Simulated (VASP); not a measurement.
C, 4 atoms in the cell. The structure is hexagonal, space group P6_3/mmc (No. 194). The conventional cell has a = 2.461 Å, b = 2.461 Å, c = 4.165 Å, α = 90.00°, β = 90.00°, γ = 120.00°. C (site symmetry 3m) has 4 C at 1.51 to 1.56 Å within 2.0 Å.  This cell differs from its parent crystal: strained cell.

- Program: VASP 6.6.1
- Task: single point
- Functional: PBEsol
- Potentials or basis: VASP PAW PBE potentials, release 64 (C_h)
- Cutoff: 1300 eV
- k mesh: 9 × 9 × 6
- Occupations: gaussian, width 0.02 eV
- Spin: no spin polarisation
- Dipole correction: no
- Further INCAR settings: ALGO = Normal; EDIFF = 1e-06; NBANDS = 16

Potentials or basis: VASP PAW PBE potentials, release 64 (C_h).

Command:

```bash
$ cat potpaw_PBE.64/C_h/POTCAR > POTCAR
$ mpirun -np 1 vasp_std > vasp.out
```

Hardware: 1 thread of Intel(R) Xeon(R) Platinum 8559C (Emerald Rapids), on a shared host.

Task: Estimate the wall time of this run.

Result: Wall time 24 s on 1 thread of Intel(R) Xeon(R) Platinum 8559C (Emerald Rapids) (shared host), peak memory 0.21 GiB. Counts: scf iterations 11, k points 48.
